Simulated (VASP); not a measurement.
The system is Pd.

```
Pd
1.0
    -1.54018    1.54018    1.54018
     1.54018   -1.54018    1.54018
     1.54018    1.54018   -1.54018
Pd
1
Direct
  0.00000 0.00000 0.00000
```

Base run:

| Item | Value |
| --- | --- |
| Program | VASP 6.6.1 |
| Functional | r2SCAN |
| Potentials or basis | VASP PAW PBE potentials, release 64 (Pd) |
| Cutoff | 520 eV |
| k mesh | 12 × 12 × 12 |
| Occupations | fermi-dirac, width 0.05 eV |
| Spin | no spin polarisation |

Its results: band gap on the k mesh zero (band 5 reaches 10.42 eV, above the bottom of band 6 at 8.59 eV); pressure 6.2 GPa.

**Question.** After a change of settings the same cell gave: band gap on the k mesh zero (band 5 reaches 10.28 eV, above the bottom of band 6 at 7.26 eV); pressure 5.4 GPa. Which change was it?
A. functional from r2SCAN to PBEsol; further incar settings from ALGO = Normal; EDIFF = 1e-06; NBANDS = 11 to ALGO = Normal; EDIFF = 1e-07; NBANDS = 11
B. functional from r2SCAN to LDA; potentials or basis from VASP PAW PBE potentials, release 64 (Pd) to VASP PAW LDA potentials, release 64 (Pd)
C. functional from r2SCAN to PBE0; k mesh from 12 × 12 × 12 to 8 × 8 × 8
D. functional from r2SCAN to PBE

**Answer.** C.

Caveats: some runs use coarse meshes; the PAW data sets were made with another functional, which shifts forces and pressure a little.
